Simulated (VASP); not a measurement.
CuSi16 (a cell with a defect): single point with PBE

The system is CuSi16 (a cell with a defect).

```
Si Cu
1.0
     0.00000    5.43000    5.43000
     5.43000    0.00000    5.43000
     5.43000    5.43000    0.00000
Si Cu
16 1
Cartesian
  -0.0686 -0.0425 0.0492
  1.3485 1.3062 1.3636
  2.7544 2.7166 -0.0425
  4.0376 4.0142 1.4184
  2.6642 -0.0460 2.7788
  4.0238 1.3073 4.1164
  5.3757 2.6583 2.7638
  6.7233 4.0115 4.1020
  0.1272 2.8509 2.5958
  1.3602 4.0775 4.1374
  2.7577 5.4748 2.7221
  4.2115 6.9305 3.9336
  2.6726 2.6483 5.4744
  4.0142 4.0707 6.7888
  5.4258 5.4724 5.3865
  6.7306 6.7535 6.8438
  2.8681 5.5997 5.2930
```

```yaml
Program: VASP 6.6.1
Task: single point
Functional: PBE
Potentials_or_basis: VASP PAW PBE potentials, release 64 (Si, Cu)
Cutoff: 520 eV
k_mesh: 2 × 2 × 2
Occupations: gaussian, width 0.05 eV
Spin: no spin polarisation
```

* Largest force: 0.013 eV/Å

Forces on the atoms (eV/Å):
```
Si   0.003  0.004 -0.003
Si   0.001  0.012  0.002
Si  -0.009 -0.003  0.009
Si   0.004  0.004  0.000
Si   0.004  0.004 -0.003
Si  -0.003  0.000  0.002
Si   0.000  0.003  0.001
Si   0.001  0.003 -0.005
Si  -0.006 -0.003  0.006
Si  -0.003 -0.004 -0.007
Si   0.002 -0.002 -0.004
Si   0.002 -0.002  0.001
Si  -0.001 -0.001  0.000
Si   0.009 -0.002  0.002
Si   0.001 -0.003 -0.001
Si  -0.003  0.002  0.004
Cu  -0.002 -0.012 -0.003
```

Levels at points of the mesh, in eV from the Fermi level:
```tsv
k point	band 34	band 35	band 36	band 37	band 38	band 39	band 40	band 41
(0.00, 0.00, 0.00)	-0.88	-0.65	-0.19	-0.18	0.18	0.61	0.61	0.64
(0.50, 0.00, 0.00)	-0.89	-0.84	-0.76	-0.68	0.59	1.09	1.29	1.33
(0.00, 0.50, 0.00)	-0.89	-0.84	-0.76	-0.67	0.59	1.09	1.28	1.33
(0.00, 0.00, 0.50)	-0.92	-0.91	-0.72	-0.72	0.42	1.26	1.34	1.34
(0.50, 0.50, 0.50)	-0.89	-0.84	-0.76	-0.66	0.59	1.08	1.28	1.33
(0.50, 0.50, 0.00)	-1.51	-1.44	-1.40	-0.96	0.67	1.06	2.03	2.07
(0.00, 0.50, 0.50)	-1.52	-1.43	-1.41	-0.95	0.67	1.06	2.03	2.07
(0.50, 0.00, 0.50)	-1.52	-1.43	-1.41	-0.95	0.67	1.06	2.03	2.08
```

Wall time 5.4 min on 1 thread of Intel(R) Xeon(R) Platinum 8488C (Sapphire Rapids), on a shared host, peak memory 0.49 GiB.

Caveat: the k points lie up to 0.50 Å⁻¹ apart; the cell carries a net charge on a neutralising background, which shifts energy and pressure; the cell is charged against a uniform background, so pressure and absolute levels hang on convention.
